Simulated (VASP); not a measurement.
# HfO2 (Fm-3m) in VASP: settings compared

The runs below take HfO2 through single point, with PBEsol, RPBE.

All numbers are computed with VASP 6.6.1; they aren't measurements. Logs are shortened: lines on timing, memory, paths and dates and some standing lists are left out, and cuts for length are marked.

## (1) The cell of the first run

It takes space group Fm-3m (No. 225, cubic). Conventional cell: a = 5.044 Å, b = 5.044 Å, c = 5.044 Å, α = 90.00°, β = 90.00°, γ = 90.00°. Within 2.9 Å of Hf (site symmetry m-3m) lie 8 O at 2.18 Å. Within 2.9 Å of O (site symmetry -43m) lie 4 Hf at 2.18 Å and 6 O at 2.52 Å.

## (2) Single point, PBEsol

INCAR

```
SYSTEM = HfO2
  PREC = Accurate
  ENCUT = 520
  EDIFF = 1E-6
  ISMEAR = -1
  SIGMA = 0.05
  LREAL = .False.
  LASPH = .True.
  NELM = 60
  ALGO = Normal
  ISIF = 2
  LWAVE = .False.
  LCHARG = .False.
  GGA = PS
  NBANDS = 18
```

KPOINTS

```
Automatic mesh
0
Gamma
  9 9 9
  0 0 0
```

POSCAR

```
HfO2
1.0
    0.0000000000      2.5219120861      2.5219120861
    2.5219120861      0.0000000000      2.5219120861
    2.5219120861      2.5219120861      0.0000000000
Hf O
1 2
Direct
    0.0000000000      0.0000000000      0.0000000000
    0.7500000000      0.7500000000      0.7500000000
    0.2500000000      0.2500000000      0.2500000000
```

Potentials or basis: VASP PAW PBE potentials, release 64 (Hf_pv, O).

On the command line:

```sh
cat potpaw_PBE.64/Hf_pv/POTCAR potpaw_PBE.64/O/POTCAR > POTCAR
mpirun -np 1 vasp_std > vasp.out
```

OUTCAR:

```text
SYSTEM = HfO2
   PREC = Accurate
   ENCUT = 520
   EDIFF = 1E-6
   ISMEAR = -1
   LREAL = .False.
   LASPH = .True.
   NELM = 60
   ISIF = 2
   GGA = PS

 ion  position               nearest neighbor table
   1  0.000  0.000  0.000-   2 2.18   2 2.18   2 2.18   2 2.18   3 2.18   3 2.18   3 2.18   3 2.18

   2  0.750  0.750  0.750-   1 2.18   1 2.18   1 2.18   1 2.18
   3  0.250  0.250  0.250-   1 2.18   1 2.18   1 2.18   1 2.18

  LATTYP: Found a face centered cubic cell.
 ALAT       =     5.0438241722

  Lattice vectors:

 A1 = (   0.0000000000,   2.5219120861,   2.5219120861)
 A2 = (   2.5219120861,   0.0000000000,   2.5219120861)
 A3 = (   2.5219120861,   2.5219120861,   0.0000000000)

Analysis of symmetry for initial positions (statically):
=====================================================================
 Subroutine PRICEL returns:
 Original cell was already a primitive cell.

 Routine SETGRP: Setting up the symmetry group for a
 face centered cubic supercell.

 Subroutine GETGRP returns: Found 48 space group operations
[... 9 lines left out ...]

 Routine SETGRP: Setting up the symmetry group for a
 face centered cubic supercell.

 Subroutine GETGRP returns: Found 48 space group operations
[... 11 lines left out ...]
                                     Primitive cell

  volume of cell :      32.0789

  direct lattice vectors                    reciprocal lattice vectors
     0.000000000  2.521912086  2.521912086    -0.198262264  0.198262264  0.198262264
     2.521912086  0.000000000  2.521912086     0.198262264 -0.198262264  0.198262264
     2.521912086  2.521912086  0.000000000     0.198262264  0.198262264 -0.198262264

  length of vectors
     3.566522275  3.566522275  3.566522275     0.343400315  0.343400315  0.343400315

  position of ions in fractional coordinates (direct lattice)
     0.000000000  0.000000000  0.000000000
     0.750000000  0.750000000  0.750000000
     0.250000000  0.250000000  0.250000000

  ion indices of the primitive-cell ions
   primitive index   ion index
                 1           1
                 2           2
                 3           3

----------------------------------------------------------------------------------------

 KPOINTS: Automatic mesh

Automatic generation of k-mesh.
 Grid dimensions read from file:
 generate k-points for:    9    9    9

 Generating k-lattice:

  Cartesian coordinates                     Fractional coordinates (reciprocal lattice)
    -0.022029140  0.022029140  0.022029140     0.111111111  0.000000000  0.000000000
     0.022029140 -0.022029140  0.022029140     0.000000000  0.111111111  0.000000000
     0.022029140  0.022029140 -0.022029140     0.000000000  0.000000000  0.111111111

  Length of vectors
     0.038155591  0.038155591  0.038155591

  Shift w.r.t. Gamma in fractional coordinates (k-lattice)
     0.000000000  0.000000000  0.000000000

 Subroutine IBZKPT returns following result:
 ===========================================

 Found     35 irreducible k-points:

 Following reciprocal coordinates:
            Coordinates               Weight
  0.000000  0.000000  0.000000      1.000000
  0.111111  0.000000  0.000000      8.000000
  0.222222  0.000000  0.000000      8.000000
  0.333333  0.000000  0.000000      8.000000
  0.444444  0.000000  0.000000      8.000000
  0.111111  0.111111  0.000000      6.000000
[... 16 lines left out ...]
 -0.333333  0.333333  0.000000     12.000000
  0.444444  0.444444  0.000000      6.000000
 [... further k-points ...]
   k-points           NKPTS =     35   k-points in BZ     NKDIM =     35   number of bands    NBANDS=     18
   number of dos      NEDOS =    301   number of ions     NIONS =      3
   total plane-waves  NPLWV =  21952
   dimension x,y,z NGX =    28 NGY =   28 NGZ =   28
   dimension x,y,z NGXF=    56 NGYF=   56 NGZF=   56
   ions per type =               1   2
   NGX,Y,Z   is equivalent  to a cutoff of  13.05, 13.05, 13.05 a.u.
   NGXF,Y,Z  is equivalent  to a cutoff of  26.10, 26.10, 26.10 a.u.
 SYSTEM =  HfO2
   PREC   = accura    normal or accurate (medium, high low for compatibility)
   ISTART =      0    job   : 0-new  1-cont  2-samecut
   ICHARG =      2    charge: 1-file 2-atom 10-const
   ISPIN  =      1    spin polarized calculation?
   LNONCOLLINEAR =      F non collinear calculations
   LSORBIT =      F    spin-orbit coupling
   LASPH  =      T    aspherical Exc in radial PAW
   ENCUT  =  520.0 eV  38.22 Ry    6.18 a.u.   6.63  6.63  6.63*2*pi/ulx,y,z
   NELM   =     60;   NELMIN=  2; NELMDL= -5     # of ELM steps
   EDIFF  = 0.1E-05   stopping-criterion for ELM
   LREAL  =      F    real-space projection
   EDIFFG = 0.1E-04   stopping-criterion for IOM
   NSW    =      0    number of steps for IOM
   IBRION =     -1    ionic relax: 0-MD 1-quasi-New 2-CG
   NFREE  =      0    steps in history (QN), initial steepest desc. (CG)
   ISIF   =      2    stress and relaxation
   ISYM   =      2    0-nonsym 1-usesym 2-fastsym
   POTIM  = 0.5000    time-step for ionic-motion
   TEBEG  =    0.0;   TEEND  =   0.0 temperature during run
   PSTRESS=    0.0 pullay stress
   NELECT =      22.0000    total number of electrons
   NUPDOWN=      -1.0000    fix difference up-down
   EMIN   =  10.00;   EMAX   =-10.00  energy-range for DOS
   EFERMI =   0.00;   METHOD = LEGACY
   ISMEAR =    -1;   SIGMA  =   0.05  broadening in eV -4-tet -1-fermi 0-gaus
   EFERMI_NEDOS =   21; number of points for ismear=-14 and -15
   IALGO  =     38    algorithm
   IMIX   =      4    mixing-type and parameters
     AMIX     =   0.40;   BMIX     =  1.00
     AMIX_MAG =   1.60;   BMIX_MAG =  1.00
  volume/ion in A,a.u.               =      10.69        72.16
  Fermi-wavevector in a.u.,A,eV,Ry     =   1.443696  2.728190 28.358057  2.084258
  Thomas-Fermi vector in A             =   2.562075
   LORBIT       =      0    0 simple, 1 ext, 2 COOP (PROOUT), +10 PAW based schemes
   GGA     = PS    functional components
   LHFCALC =     F    Hartree Fock is set to
   AEXX    =    0.0000 exact exchange contribution
   IVDW    =     0    specifies the selected vdW correction
   LEPSILON=     F    determine dielectric tensor
   LRPA    =     F    only Hartree local field effects (RPA)
 non-spin polarized calculation
  energy-cutoff  :      520.00
  volume of cell :       32.08
 maximum number of plane-waves:       889
   NGX = 13   NGY = 13   NGZ = 13

 number of electron      21.9999993 magnetization

 Free energy of the ion-electron system (eV)
  ---------------------------------------------------
  ext. energy  EPLUGINS =         0.00000000
  ---------------------------------------------------
  free energy    TOTEN  =       -31.63234408 eV

  energy without entropy =      -31.63234408  energy(sigma->0) =      -31.63234408

 E-fermi :   5.2649     XC(G=0): -12.1879

 val. band max:        4.2118510417   @ k =  -0.4444   0.4444   0.0000
 cond. band min:       8.0395900425   @ k =   0.4444   0.4444   0.0000
 fundamental gap:      3.8277390009
 Fermi energy:         5.2648854553

 k-point     1 :       0.0000    0.0000    0.0000
  band No.  band energies     occupation
      1     -25.2904      2.00000
      2     -25.2904      2.00000
      3     -25.2904      2.00000
      4     -14.5210      2.00000
      5     -11.3422      2.00000
      6      -1.2326      2.00000
[... 10 lines left out ...]
     17      14.8806      0.00000
     18      18.0048      0.00000

 k-point     2 :       0.1111    0.0000    0.0000
  band No.  band energies     occupation
      1     -25.3500      2.00000
      2     -25.2968      2.00000
      3     -25.2968      2.00000
      4     -14.3450      2.00000
      5     -11.4881      2.00000
      6      -1.1093      2.00000
[... 10 lines left out ...]
     17      14.6509      0.00000
     18      17.8167      0.00000

 k-point     3 :       0.2222    0.0000    0.0000
  band No.  band energies     occupation
      1     -25.4956      2.00000
      2     -25.3130      2.00000
      3     -25.3130      2.00000
      4     -13.9054      2.00000
      5     -11.8053      2.00000
      6      -0.7913      2.00000
[... 10 lines left out ...]
     17      14.2013      0.00000
     18      17.1331      0.00000

 k-point     4 :       0.3333    0.0000    0.0000
  band No.  band energies     occupation
      1     -25.6527      2.00000
      2     -25.3313      2.00000
      3     -25.3313      2.00000
      4     -13.4556      2.00000
      5     -12.0427      2.00000
      6      -0.4295      2.00000
[... 10 lines left out ...]
     17      13.8900      0.00000
     18      16.4577      0.00000

 k-point     5 :       0.4444    0.0000    0.0000
  band No.  band energies     occupation
      1     -25.7509      2.00000
      2     -25.3432      2.00000
      3     -25.3432      2.00000
      4     -13.2562      2.00000
      5     -12.0629      2.00000
      6      -0.2079      2.00000
[... 10 lines left out ...]
     17      13.8025      0.00000
     18      16.7771      0.00000

 k-point     6 :       0.1111    0.1111    0.0000
  band No.  band energies     occupation
      1     -25.3550      2.00000
      2     -25.3063      2.00000
      3     -25.3063      2.00000
      4     -14.2835      2.00000
      5     -11.5375      2.00000
      6      -1.0925      2.00000
[... 307 lines left out ...]
 k-point    21 :       0.4444    0.3333    0.0000
  band No.  band energies     occupation
      1     -25.7260      2.00000
      2     -25.4321      2.00000
      3     -25.4051      2.00000
      4     -12.5924      2.00000
      5     -12.5018      2.00000
      6      -1.7266      2.00000
[... 10 lines left out ...]
     17      15.2857      0.00000
     18      17.8203      0.00000

 k-point    22 :      -0.4444    0.3333    0.0000
  band No.  band energies     occupation
      1     -25.7101      2.00000
      2     -25.5097      2.00000
      3     -25.4012      2.00000
      4     -12.6322      2.00000
      5     -12.3420      2.00000
      6      -1.7317      2.00000
[... 10 lines left out ...]
     17      16.4479      0.00000
     18      17.7780      0.00000

 k-point    23 :      -0.3333    0.3333    0.0000
  band No.  band energies     occupation
      1     -25.6268      2.00000
      2     -25.5956      2.00000
      3     -25.3821      2.00000
      4     -12.6596      2.00000
      5     -12.3522      2.00000
      6      -1.3014      2.00000
[... 10 lines left out ...]
     17      16.1916      0.00000
     18      17.6928      0.00000

 k-point    24 :       0.4444    0.4444    0.0000
  band No.  band energies     occupation
      1     -25.7772      2.00000
      2     -25.4213      2.00000
      3     -25.4213      2.00000
      4     -12.6671      2.00000
      5     -12.3045      2.00000
      6      -2.2614      2.00000
[... 10 lines left out ...]
     17      16.2901      0.00000
     18      17.8360      0.00000

 [... further k-points ...]
[... 5 lines left out ...]
  --------------------------------------------------------------------------------------
  -------------------------------------------------------------------------------------
  Total       -0.7448506     -0.7448506     -0.7448506      0.0000000     -0.0000000      0.0000000
  in kB      -37.2014531    -37.2014531    -37.2014531      0.0000000     -0.0000000      0.0000000
  external PRESSURE =     -37.2014531 kB  Pullay stress =       0.0000000 kB

 VOLUME and BASIS-vectors are now :
 -----------------------------------------------------------------------------
  energy-cutoff  :      520.00
  volume of cell :       32.08
      direct lattice vectors                 reciprocal lattice vectors
     0.000000000  2.521912086  2.521912086    -0.198262264  0.198262264  0.198262264
     2.521912086  0.000000000  2.521912086     0.198262264 -0.198262264  0.198262264
     2.521912086  2.521912086  0.000000000     0.198262264  0.198262264 -0.198262264

 POSITION                                       TOTAL-FORCE (eV/Angst)
 -----------------------------------------------------------------------------------
      0.00000      0.00000      0.00000         0.000000     -0.000000     -0.000000
      3.78287      3.78287      3.78287        -0.000000      0.000000     -0.000000
      1.26096      1.26096      1.26096         0.000000      0.000000      0.000000
 -----------------------------------------------------------------------------------
    total drift:                                0.000000      0.000000      0.000000

  FREE ENERGIE OF THE ION-ELECTRON SYSTEM (eV)
  ---------------------------------------------------
  free  energy   TOTEN  =       -31.6323440833 eV

  energy  without entropy=      -31.6323440833  energy(sigma->0) =      -31.63234408
```

Run time: 23 s. Hardware: 1 thread of Intel Xeon 8259CL, shared host; peak memory 0.17 GiB.

Results:

```
Free energy            : -31.6323 eV
Pressure               : -3.7 GPa
Band gap on the k mesh : 3.83 eV, indirect (least direct gap 3.95 eV)
```

Caveat: the PAW data sets were made with another functional, which shifts forces and pressure a little; spin-orbit coupling is left out, which moves the levels of the heavy elements.

[end of part 1 of 2]
